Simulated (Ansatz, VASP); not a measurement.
# One calculation of Al, two programs

INCAR

```
SYSTEM = Al
ALGO = Fast
EDIFF = 1E-7
ENCUT = 520
GGA = PE
ISIF = 2
ISMEAR = 0
LASPH = .True.
LCHARG = .True.
LELF = .True.
LREAL = .False.
LVHAR = .True.
LWAVE = .False.
NBANDS = 10
NELM = 100
PREC = Accurate
SIGMA = 0.1
```

The input KPOINTS:

```
k-points
0
Gamma
  8 8 4
  0 0 0
```

The input POSCAR:

```
Al
1.0
    2.7996864933      0.0000000000      0.0000000000
    1.2995668291      2.5308371018      0.0000000000
    0.0171698250      0.0392561330      4.6989323462
Al
2
Direct
    0.1679317103      0.1675349644      0.2499064232
    0.8320682897      0.8324650356      0.7500935768
```

Input for Ansatz:

```yaml
crystal:
  lattice:
    - [2.7996864933, 0.0, 0.0]
    - [1.2995668291, 2.5308371018, 0.0]
    - [0.017169825, 0.039256133, 4.6989323462]
  atoms:
    - { symbol: Al, position: [0.1679317103, 0.1675349644, 0.2499064232] }
    - { symbol: Al, position: [0.8320682897, 0.8324650356, 0.7500935768] }
basis:
  ecutwfc: 420
kpoints:
  mp_grid: { grid: [8, 8, 4] }
hamiltonian:
  xc: pbe
scf:
  occupations: { method: gaussian, width: 0.1 }
  lower_state_search: "off"
output:
  forces: true
  stress: true
  eigenvalues: true
```

Change from the starting cell: the structure that the rattled cell fell into.

Alike in both runs: task single point; functional PBE; k mesh 8 × 8 × 4; occupations gaussian, width 0.1 eV; no spin polarisation.

|  | VASP | Ansatz |
| --- | --- | --- |
| version | VASP 6.6.1 | Ansatz 0.2.0 |
| potentials or method | VASP PAW PBE potentials, release 64 (Al), cutoff 520 eV | scalar-relativistic, plane waves, PAW |
| valence electrons in the cell | 6 | 6 |

Ansatz gave:

| Property | Result |
| --- | --- |
| gap on the k mesh at the Fermi level (eV) | none |
| pressure (GPa) | 0.3 |
| traceless stress, the component that is largest in VASP (GPa) | 2.33 |
| rms of the force components (eV/Å) | 0.007 |

Question: Estimate VASP's values.

Answer: gap on the k mesh at the Fermi level (eV): none; pressure (GPa): 0.2; traceless stress, the component that is largest in VASP (GPa): 2.33; rms of the force components (eV/Å): 0.007.

Atom by atom the forces differ by 0.000 eV/Å (rms over components). A gap of «none» marks a metal or a gap that the smearing closes.
